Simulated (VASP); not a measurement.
Here is a VASP 6.6.1 calculation.

Contents of INCAR:

```
PREC     = Accurate       # precision mode
ENCUT    = 600            # plane-wave cutoff, eV
EDIFF    = 1E-7           # SCF threshold, eV
ISMEAR   = 0              # smearing method
SIGMA    = 0.1            # smearing width, eV
LREAL    = False          # projectors in reciprocal space
LASPH    = True           # aspherical terms in the spheres
NELM     = 60             # most SCF steps
ALGO     = Normal         # electronic algorithm
ISIF     = 3              # what is computed and relaxed
LWAVE    = False          # write WAVECAR
LCHARG   = False          # write CHGCAR
GGA      = PE             # functional
IBRION   = 2              # ionic algorithm
NSW      = 90             # ionic steps
EDIFFG   = -0.04          # ionic threshold
```

Contents of KPOINTS:

```
Automatic mesh
0
Gamma
  6 6 6
```

POSCAR

```
B3N2
1.0
    3.7060998300      0.0000000000      0.0000000000
    0.0000000000      3.7060998300      0.0000000000
    0.0000000000      0.0000000000      3.7060998300
B N
3 2
Direct
    0.0000000000      0.5000000000      0.5000000000
    0.5000000000      0.0000000000      0.5000000000
    0.5000000000      0.5000000000      0.0000000000
    0.0000000000      0.0000000000      0.0000000000
    0.5000000000      0.5000000000      0.5000000000
```

Potentials or basis: VASP PAW PBE potentials, release 64 (B, N).

Command:

```sh
$ cat potpaw_PBE.64/B/POTCAR potpaw_PBE.64/N/POTCAR > POTCAR
$ mpirun -np 1 vasp_std > vasp.out
```

(1) Estimate the relaxed volume.

(2) Predict the space group after relaxing (to 0.05 Å).

(3) Estimate the relaxed cell.

Results:

(1) 7.56 Å³/atom.

(2) Pm-3m (No. 221).

(3) a = 3.356 Å, b = 3.356 Å, c = 3.356 Å, α = 90.00°, β = 90.00°, γ = 90.00°.

Caveat: the volume moved by over 15 % at a fixed basis, so the end points are rough.
